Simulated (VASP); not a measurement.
A run of VASP 6.6.1:

File POSCAR:

```
Sb
1.0
   -1.9080431628      1.9080431628      1.9080431628
    1.9080431628     -1.9080431628      1.9080431628
    1.9080431628      1.9080431628     -1.9080431628
Sb
1
Direct
    0.0000000000      0.0000000000      0.0000000000
```

Contents of INCAR.step1:

```
PREC     = Accurate       # precision mode
ENCUT    = 520            # plane-wave cutoff, eV
ISMEAR   = -1             # smearing method
SIGMA    = 0.05           # smearing width, eV
LREAL    = F              # projectors in reciprocal space
LASPH    = T              # aspherical terms in the spheres
NELM     = 80             # most SCF steps
NBANDS   = 8              # bands
GGA      = PE             # functional
ALGO     = Normal         # electronic algorithm
EDIFF    = 1E-4           # SCF threshold, eV
LWAVE    = T              # write WAVECAR
LCHARG   = F              # write CHGCAR
```

The input INCAR.step2:

```
PREC     = Accurate       # precision mode
ENCUT    = 520            # plane-wave cutoff, eV
EDIFF    = 1E-6           # SCF threshold, eV
ISMEAR   = -1             # smearing method
SIGMA    = 0.05           # smearing width, eV
LREAL    = F              # projectors in reciprocal space
LASPH    = T              # aspherical terms in the spheres
NELM     = 80             # most SCF steps
ALGO     = Normal         # electronic algorithm
ISIF     = 2              # what is computed and relaxed
LWAVE    = F              # write WAVECAR
LCHARG   = T              # write CHGCAR
METAGGA  = R2SCAN         # meta-GGA
LMIXTAU  = T            
LELF     = T              # ELF
LVHAR    = T            
NBANDS   = 8              # bands
ISTART   = 1
```

File KPOINTS:

```
Automatic mesh
0
Gamma
  10 10 10
```

Potentials or basis: VASP PAW PBE potentials, release 64 (Sb).

Command:

```sh
$ cat potpaw_PBE.64/Sb/POTCAR > POTCAR
$ cp INCAR.step1 INCAR
$ mpirun -np 1 vasp_std > vasp.out
$ cp INCAR.step2 INCAR
$ mpirun -np 1 vasp_std > vasp.out
```

Hardware: 1 thread of AMD EPYC 9R45 96-Core Processor (Zen 5), on a shared host.

Task: Estimate the wall time of this run.

Result: It took 31 s on 1 thread of AMD EPYC 9R45 96-Core Processor (Zen 5), with other jobs on the host, peak memory 0.13 GiB. Counts: k points 47.
